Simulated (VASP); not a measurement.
# V (P6_3/mmc) in VASP: notebook

Runs on V. Level: r2SCAN. Tasks: single point.

Program: VASP 6.6.1. These are calculated values, not measurements. Logs are shortened: lines on timing, memory, paths and dates and some standing lists are left out, and cuts for length are marked.

**1. The cell of the first run**

Symmetry: P6_3/mmc, No. 194, hexagonal system. Conventional cell: a = 2.530 Å, b = 2.530 Å, c = 4.535 Å, α = 90.00°, β = 90.00°, γ = 120.00°. V (site symmetry -6m2) has 12 V at 2.53 to 2.70 Å within 3.3 Å.

This isn't the form of V at room conditions, which is bcc.

**2. Single point, r2SCAN (12.57 Å³/atom)**

File POSCAR:

```
V
1.0
    2.5297998218      0.0000000000      0.0000000000
   -1.2648999109      2.1908709122      0.0000000000
    0.0000000000      0.0000000000      4.5354782163
V
2
Direct
    0.3333333333      0.6666666667      0.2500000000
    0.6666666667      0.3333333333      0.7500000000
```

File INCAR.step1:

```
ALGO = Normal
EDIFF = 1E-4
ENCUT = 520
GGA = PE
ISMEAR = -1
LASPH = True
LCHARG = False
LREAL = False
LWAVE = True
NBANDS = 20
NELM = 80
PREC = Accurate
SIGMA = 0.1
```

File INCAR.step2:

```
ALGO = Normal
EDIFF = 1E-6
ENCUT = 520
ISIF = 2
ISMEAR = -1
ISTART = 1
LASPH = True
LCHARG = False
LMIXTAU = True
LREAL = False
LWAVE = False
METAGGA = R2SCAN
NBANDS = 20
NELM = 80
PREC = Accurate
SIGMA = 0.1
```

File KPOINTS:

```
k-points
0
Gamma
  16 16 8
```

Potentials or basis: VASP PAW PBE potentials, release 64 (V_sv).

Started as:

```bash
> cat potpaw_PBE.64/V_sv/POTCAR > POTCAR
> cp INCAR.step1 INCAR
> mpirun -np 1 vasp_std > vasp.out
> cp INCAR.step2 INCAR
> mpirun -np 1 vasp_std > vasp.out
```

OUTCAR:

```text
EDIFF = 1E-6
   ENCUT = 520
   ISIF = 2
   ISMEAR = -1
   ISTART = 1
   LASPH = True
   LREAL = False
   METAGGA = R2SCAN
   NELM = 80
   PREC = Accurate

 ion  position               nearest neighbor table
   1  0.333  0.667  0.250-   2 2.70   2 2.70   2 2.70   2 2.70   2 2.70   2 2.70
   2  0.667  0.333  0.750-   1 2.70   1 2.70   1 2.70   1 2.70   1 2.70   1 2.70

  LATTYP: Found a hexagonal cell.
 ALAT       =     2.5297998218
 C/A-ratio  =     1.7928209881

  Lattice vectors:

 A1 = (   2.5297998218,   0.0000000000,   0.0000000000)
 A2 = (  -1.2648999109,   2.1908709122,   0.0000000000)
 A3 = (   0.0000000000,   0.0000000000,   4.5354782163)

Analysis of symmetry for initial positions (statically):
=====================================================================
 Subroutine PRICEL returns:
 Original cell was already a primitive cell.

 Routine SETGRP: Setting up the symmetry group for a
 hexagonal supercell.

 Subroutine GETGRP returns: Found 24 space group operations
 (whereof 12 operations were pure point group operations)
 out of a pool of 24 trial point group operations.

The static configuration has the point symmetry D_3d.
 The point group associated with its full space group is D_6h.

Analysis of symmetry for dynamics (positions and initial velocities):
=====================================================================
 Subroutine PRICEL returns:
 Original cell was already a primitive cell.

 Routine SETGRP: Setting up the symmetry group for a
 hexagonal supercell.

 Subroutine GETGRP returns: Found 24 space group operations
 (whereof 12 operations were pure point group operations)
 out of a pool of 24 trial point group operations.

The dynamic configuration has the point symmetry D_3d.
 The point group associated with its full space group is D_6h.

 Subroutine INISYM returns: Found 24 space group operations
 (whereof 12 operations are pure point group operations),
 and found     1 'primitive' translations

----------------------------------------------------------------------------------------

                                     Primitive cell

  volume of cell :      25.1377

  direct lattice vectors                    reciprocal lattice vectors
     2.529799822  0.000000000  0.000000000     0.395288193  0.228219745  0.000000000
    -1.264899911  2.190870912  0.000000000     0.000000000  0.456439489  0.000000000
     0.000000000  0.000000000  4.535478216     0.000000000  0.000000000  0.220483916

  length of vectors
     2.529799822  2.529799822  4.535478216     0.456439489  0.456439489  0.220483916

  position of ions in fractional coordinates (direct lattice)
     0.333333333  0.666666667  0.250000000
     0.666666667  0.333333333  0.750000000

  ion indices of the primitive-cell ions
   primitive index   ion index
                 1           1
                 2           2

----------------------------------------------------------------------------------------

 KPOINTS: k-points

Automatic generation of k-mesh.
 Grid dimensions read from file:
 generate k-points for:   16   16    8

 Generating k-lattice:

  Cartesian coordinates                     Fractional coordinates (reciprocal lattice)
     0.024705512  0.014263734  0.000000000     0.062500000  0.000000000  0.000000000
     0.000000000  0.028527468  0.000000000     0.000000000  0.062500000  0.000000000
     0.000000000  0.000000000  0.027560490     0.000000000  0.000000000  0.125000000

  Length of vectors
     0.028527468  0.028527468  0.027560490

  Shift w.r.t. Gamma in fractional coordinates (k-lattice)
     0.000000000  0.000000000  0.000000000

 Subroutine IBZKPT returns following result:
 ===========================================

 Found    150 irreducible k-points:

 Following reciprocal coordinates:
            Coordinates               Weight
  0.000000  0.000000  0.000000      1.000000
  0.062500  0.000000  0.000000      6.000000
  0.125000  0.000000  0.000000      6.000000
  0.187500  0.000000  0.000000      6.000000
  0.250000  0.000000  0.000000      6.000000
  0.312500  0.000000  0.000000      6.000000
[... 16 lines left out ...]
  0.187500  0.187500  0.000000      6.000000
  0.250000  0.187500  0.000000     12.000000
 [... further k-points ...]
   k-points           NKPTS =    150   k-points in BZ     NKDIM =    150   number of bands    NBANDS=     20
   number of dos      NEDOS =    301   number of ions     NIONS =      2
   total plane-waves  NPLWV =  14400
   dimension x,y,z NGX =    20 NGY =   20 NGZ =   36
   dimension x,y,z NGXF=    40 NGYF=   40 NGZF=   72
   ions per type =               2
   NGX,Y,Z   is equivalent  to a cutoff of  13.14, 13.14, 13.20 a.u.
   NGXF,Y,Z  is equivalent  to a cutoff of  26.29, 26.29, 26.39 a.u.
 SYSTEM =  unknown system
   PREC   = accura    normal or accurate (medium, high low for compatibility)
   ISTART =      1    job   : 0-new  1-cont  2-samecut
   ICHARG =      0    charge: 1-file 2-atom 10-const
   ISPIN  =      1    spin polarized calculation?
   LNONCOLLINEAR =      F non collinear calculations
   LSORBIT =      F    spin-orbit coupling
   LASPH  =      T    aspherical Exc in radial PAW
   ENCUT  =  520.0 eV  38.22 Ry    6.18 a.u.   4.70  4.70  8.43*2*pi/ulx,y,z
   NELM   =     80;   NELMIN=  2; NELMDL=  0     # of ELM steps
   EDIFF  = 0.1E-05   stopping-criterion for ELM
   LREAL  =      F    real-space projection
   EDIFFG = 0.1E-04   stopping-criterion for IOM
   NSW    =      0    number of steps for IOM
   IBRION =     -1    ionic relax: 0-MD 1-quasi-New 2-CG
   NFREE  =      0    steps in history (QN), initial steepest desc. (CG)
   ISIF   =      2    stress and relaxation
   ISYM   =      2    0-nonsym 1-usesym 2-fastsym
   POTIM  = 0.5000    time-step for ionic-motion
   TEBEG  =    0.0;   TEEND  =   0.0 temperature during run
   PSTRESS=    0.0 pullay stress
   NELECT =      26.0000    total number of electrons
   NUPDOWN=      -1.0000    fix difference up-down
   EMIN   =  10.00;   EMAX   =-10.00  energy-range for DOS
   EFERMI =   0.00;   METHOD = LEGACY
   ISMEAR =    -1;   SIGMA  =   0.10  broadening in eV -4-tet -1-fermi 0-gaus
   EFERMI_NEDOS =   21; number of points for ismear=-14 and -15
   IALGO  =     38    algorithm
   IMIX   =      4    mixing-type and parameters
     AMIX     =   0.40;   BMIX     =  1.00
     AMIX_MAG =   1.60;   BMIX_MAG =  1.00
  volume/ion in A,a.u.               =      12.57        84.82
  Fermi-wavevector in a.u.,A,eV,Ry     =   1.655607  3.128644 37.294042  2.741035
  Thomas-Fermi vector in A             =   2.743674
   LORBIT       =      0    0 simple, 1 ext, 2 COOP (PROOUT), +10 PAW based schemes
   METAGGA = R2SCAN    functional components
   LHFCALC =     F    Hartree Fock is set to
   AEXX    =    0.0000 exact exchange contribution
   IVDW    =     0    specifies the selected vdW correction
   LEPSILON=     F    determine dielectric tensor
   LRPA    =     F    only Hartree local field effects (RPA)
 non-spin polarized calculation
  energy-cutoff  :      520.00
  volume of cell :       25.14
 maximum number of plane-waves:       690
 NGX is ok and might be reduce to    20
   NGX =  9   NGY =  9   NGZ = 17

 number of electron      25.9999985 magnetization

 Free energy of the ion-electron system (eV)
  ---------------------------------------------------
  ext. energy  EPLUGINS =         0.00000000
  ---------------------------------------------------
  free energy    TOTEN  =       -27.65271377 eV

  energy without entropy =      -27.55460590  energy(sigma->0) =      -27.60365984

 E-fermi :  10.9931     XC(G=0): -14.4678

 val. band max:       10.9835486801   @ k =   0.0625   0.0625   0.2500
 cond. band min:      10.9966567916   @ k =   0.0625   0.0625   0.3750
 fundamental gap:      0.0131081115
 Fermi energy:        10.9931097952

 k-point     1 :       0.0000    0.0000    0.0000
  band No.  band energies     occupation
      1     -55.5839      2.00000
      2     -55.4067      2.00000
      3     -28.6710      2.00000
      4     -27.7245      2.00000
      5     -27.6209      2.00000
      6     -27.6209      2.00000
[... 12 lines left out ...]
     19      14.4955      0.00000
     20      14.4955      0.00000

 k-point     2 :       0.0625    0.0000    0.0000
  band No.  band energies     occupation
      1     -55.5735      2.00000
      2     -55.3994      2.00000
      3     -28.6557      2.00000
      4     -27.7257      2.00000
      5     -27.6665      2.00000
      6     -27.6331      2.00000
[... 12 lines left out ...]
     19      14.5213      0.00000
     20      14.8618      0.00000

 k-point     3 :       0.1250    0.0000    0.0000
  band No.  band energies     occupation
      1     -55.5438      2.00000
      2     -55.3785      2.00000
      3     -28.6111      2.00000
      4     -27.7964      2.00000
      5     -27.7298      2.00000
      6     -27.7132      2.00000
[... 12 lines left out ...]
     19      14.5754      0.00000
     20      15.7168      0.00000

 k-point     4 :       0.1875    0.0000    0.0000
  band No.  band energies     occupation
      1     -55.4985      2.00000
      2     -55.3475      2.00000
      3     -28.5416      2.00000
      4     -27.9906      2.00000
      5     -27.9035      2.00000
      6     -27.7385      2.00000
[... 12 lines left out ...]
     19      14.6230      0.00000
     20      16.8013      0.00000

 k-point     5 :       0.2500    0.0000    0.0000
  band No.  band energies     occupation
      1     -55.4437      2.00000
      2     -55.3118      2.00000
      3     -28.4540      2.00000
      4     -28.2188      2.00000
      5     -28.1214      2.00000
      6     -27.7741      2.00000
[... 12 lines left out ...]
     19      14.6485      0.00000
     20      17.9979      0.00000

 k-point     6 :       0.3125    0.0000    0.0000
  band No.  band energies     occupation
      1     -55.3869      2.00000
      2     -55.2774      2.00000
      3     -28.4452      2.00000
      4     -28.3573      2.00000
      5     -28.3336      2.00000
      6     -27.8301      2.00000
[... 12 lines left out ...]
     19      14.6537      0.00000
     20      19.2419      0.00000

 k-point     7 :       0.3750    0.0000    0.0000
  band No.  band energies     occupation
      1     -55.3360      2.00000
      2     -55.2503      2.00000
      3     -28.6352      2.00000
      4     -28.5099      2.00000
      5     -28.2629      2.00000
      6     -27.8768      2.00000
[... 12 lines left out ...]
     19      14.6471      0.00000
     20      19.9331      0.00000
[... 277 lines left out ...]
 k-point    20 :       0.3125    0.1250    0.0000
  band No.  band energies     occupation
      1     -55.3212      2.00000
      2     -55.2429      2.00000
      3     -28.6016      2.00000
      4     -28.4937      2.00000
      5     -28.2344      2.00000
      6     -27.9646      2.00000
[... 12 lines left out ...]
     19      15.5614      0.00000
     20      20.4860      0.00000

 k-point    21 :       0.3750    0.1250    0.0000
  band No.  band energies     occupation
      1     -55.2865      2.00000
      2     -55.2293      2.00000
      3     -28.7107      2.00000
      4     -28.5825      2.00000
      5     -28.1594      2.00000
      6     -28.0107      2.00000
[... 12 lines left out ...]
     19      16.4167      0.00000
     20      19.5618      0.00000

 k-point    22 :       0.4375    0.1250    0.0000
  band No.  band energies     occupation
      1     -55.2732      2.00000
      2     -55.2255      2.00000
      3     -28.7487      2.00000
      4     -28.6136      2.00000
      5     -28.1273      2.00000
      6     -28.0268      2.00000
[... 12 lines left out ...]
     19      16.9592      0.00000
     20      18.8248      0.00000

 k-point    23 :       0.1875    0.1875    0.0000
  band No.  band energies     occupation
      1     -55.3736      2.00000
      2     -55.2696      2.00000
      3     -28.3697      2.00000
      4     -28.3519      2.00000
      5     -28.3343      2.00000
      6     -27.9017      2.00000
[... 12 lines left out ...]
     19      14.7248      0.00000
     20      19.7168      0.00000

 k-point    24 :       0.2500    0.1875    0.0000
  band No.  band energies     occupation
      1     -55.3263      2.00000
      2     -55.2450      2.00000
      3     -28.5111      2.00000
      4     -28.4508      2.00000
      5     -28.2452      2.00000
      6     -27.9994      2.00000
[... 12 lines left out ...]
     19      15.6559      0.00000
     20      20.9764      0.00000

 [... further k-points ...]

------------------------ aborting loop because EDIFF is reached ----------------------------------------

  FORCE on cell =-STRESS in cart. coord.  units (eV):
  Direction    XX          YY          ZZ          XY          YZ          ZX
  --------------------------------------------------------------------------------------
  -------------------------------------------------------------------------------------
  Total        2.9127816      2.9127816      2.9719232      0.0000000      0.0000000     -0.0000000
  in kB      185.6489411    185.6489411    189.4183831      0.0000000      0.0000000     -0.0000000
  external PRESSURE =     186.9054218 kB  Pullay stress =       0.0000000 kB

 VOLUME and BASIS-vectors are now :
 -----------------------------------------------------------------------------
  energy-cutoff  :      520.00
  volume of cell :       25.14
      direct lattice vectors                 reciprocal lattice vectors
     2.529799822  0.000000000  0.000000000     0.395288193  0.228219745  0.000000000
    -1.264899911  2.190870912  0.000000000     0.000000000  0.456439489  0.000000000
     0.000000000  0.000000000  4.535478216     0.000000000  0.000000000  0.220483916

 POSITION                                       TOTAL-FORCE (eV/Angst)
 -----------------------------------------------------------------------------------
     -0.00000      1.46058      1.13387         0.000000      0.000000      0.000000
      1.26490      0.73029      3.40161        -0.000000      0.000000      0.000000
 -----------------------------------------------------------------------------------
    total drift:                               -0.000000      0.000000     -0.000000

  FREE ENERGIE OF THE ION-ELECTRON SYSTEM (eV)
  ---------------------------------------------------
  free  energy   TOTEN  =       -27.6527137736 eV

  energy  without entropy=      -27.5546058998  energy(sigma->0) =      -27.60365984
```

Wall time 7.2 min (1 thread of Intel Xeon 8259CL, shared host); peak memory 0.19 GiB.

Results:

- Free energy: -27.6527 eV
- Pressure: 18.7 GPa
- Band gap on the k mesh: zero (bands 13 and 14 overlap by 2.57 eV)

Caveat: the cell stands under pressure; the PAW data sets were made with another functional, which shifts forces and pressure a little.

(Part 1 of 2 ends here.)
